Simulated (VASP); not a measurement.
A run of VASP 6.6.1 is set up as follows.

File POSCAR:

```
Ag
1.0
    0.0000000000      2.0521673962      2.0521673962
    2.0521673962      0.0000000000      2.0521673962
    2.0521673962      2.0521673962      0.0000000000
Ag
1
Direct
    0.0000000000      0.0000000000      0.0000000000
```

Contents of INCAR.step1:

```
ALGO = Normal
EDIFF = 1E-4
ENCUT = 600
GGA = PE
ISMEAR = -1
LASPH = T
LCHARG = F
LREAL = F
LWAVE = T
NELM = 80
PREC = Accurate
SIGMA = 0.08
```

File INCAR.step2:

```
ALGO = Normal
EDIFF = 1E-7
EDIFFG = -0.002
ENCUT = 600
IBRION = 2
ISIF = 3
ISMEAR = -1
ISTART = 1
LASPH = T
LCHARG = F
LMIXTAU = T
LREAL = F
LWAVE = F
METAGGA = R2SCAN
NELM = 80
NSW = 100
PREC = Accurate
PSTRESS = 20.0
SIGMA = 0.08
```

KPOINTS

```
k-points
0
Gamma
  24 24 24
```

Potentials or basis: VASP PAW PBE potentials, release 64 (Ag).

Launch:

```console
$ cat potpaw_PBE.64/Ag/POTCAR > POTCAR
$ cp INCAR.step1 INCAR
$ mpirun -np 1 vasp_std > vasp.out
$ cp INCAR.step2 INCAR
$ mpirun -np 1 vasp_std > vasp.out
```

Problem. Estimate the band gap on the k mesh.

Solution. Zero (an odd number of electrons rules out a gap without spin polarisation).

Problem. Estimate the relaxed volume.

Solution. 16.99 Å³/atom.

Final structure:
```
Ag
1.0
     0.00000    2.04045    2.04045
     2.04045    0.00000    2.04045
     2.04045    2.04045    0.00000
Ag
1
Direct
  0.00000 0.00000 0.00000
```

Caveat: the cell is relaxed towards a set pressure, so the run minimises the enthalpy, not the energy; the PAW data sets were made with another functional, which shifts forces and pressure a little.
